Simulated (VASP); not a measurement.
Input of a VASP 6.6.1 run:

The input POSCAR:

```
MgI2
1.0
    4.1572130612      0.0000000000      0.0000000000
   -2.0786065306      3.6002521199      0.0000000000
    0.0000000000      0.0000000000      6.8733253065
Mg I
1 2
Direct
    0.0000000000      0.0000000000      0.0000000000
    0.3333333333      0.6666666667      0.2426220900
    0.6666666667      0.3333333333      0.7573779100
```

The input INCAR.step1:

```
PREC = Accurate ; ENCUT = 520
ISMEAR = 0 ; SIGMA = 0.01
LREAL = False ; LASPH = True
NELM = 100 ; NBANDS = 15
GGA = PE ; ALGO = Normal
EDIFF = 1E-4 ; LWAVE = True
LCHARG = False
```

The input INCAR.step2:

```
PREC = Accurate ; ENCUT = 520
EDIFF = 1E-7 ; ISMEAR = 0
SIGMA = 0.01 ; LREAL = False
LASPH = True ; NELM = 100
ALGO = Normal ; ISIF = 2
LWAVE = False ; LCHARG = True
METAGGA = R2SCAN ; LMIXTAU = True
LELF = True ; LVHAR = True
NBANDS = 15 ; ISTART = 1
```

Contents of KPOINTS:

```
regular mesh
0
Gamma
  6 6 4
```

Potentials or basis: VASP PAW PBE potentials, release 64 (Mg, I).

The run is started by

```console
$ cat potpaw_PBE.64/Mg/POTCAR potpaw_PBE.64/I/POTCAR > POTCAR
$ cp INCAR.step1 INCAR
$ mpirun -np 1 vasp_std > vasp.out
$ cp INCAR.step2 INCAR
$ mpirun -np 1 vasp_std > vasp.out
```

Estimate the pressure.

0.5 GPa.

Estimate the band gap on the k mesh.

4.10 eV, indirect (least direct gap 4.48 eV).

Estimate the largest force.

0.044 eV/Å.

Forces in eV/Å, atoms in the order of the input:
```
Mg   0.000  0.000  0.000
I    0.000  0.000 -0.044
I    0.000  0.000  0.044
```

Caveat: the PAW data sets were made with another functional, which shifts forces and pressure a little; spin-orbit coupling is left out, which moves the levels of the heavy elements. A k mesh can miss the band edges.
